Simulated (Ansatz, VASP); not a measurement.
**One calculation of GaP, two programs**

```
Ga P
1.0
     0.00000    2.72525    2.72525
     2.72525    0.00000    2.72525
     2.72525    2.72525    0.00000
Ga P
1 1
Direct
  0.00000 0.00000 0.00000
  0.25000 0.25000 0.25000
```

Alike in both runs: task single point; functional PBE; k mesh 5 × 5 × 5; no spin polarisation.

```csv
,VASP,Ansatz
version,VASP 6.6.1,Ansatz 0.2.0
potentials or method,"VASP PAW PBE potentials, release 64 (Ga_d, P), cutoff 500 eV","plane waves, PAW"
occupations,"gaussian, width 0.01 eV",fixed
valence electrons in the cell,18,18
```

```csv
,VASP,Ansatz,Ansatz less VASP
gap on the k mesh at the Fermi level (eV),1.59,1.60,+0.001
```
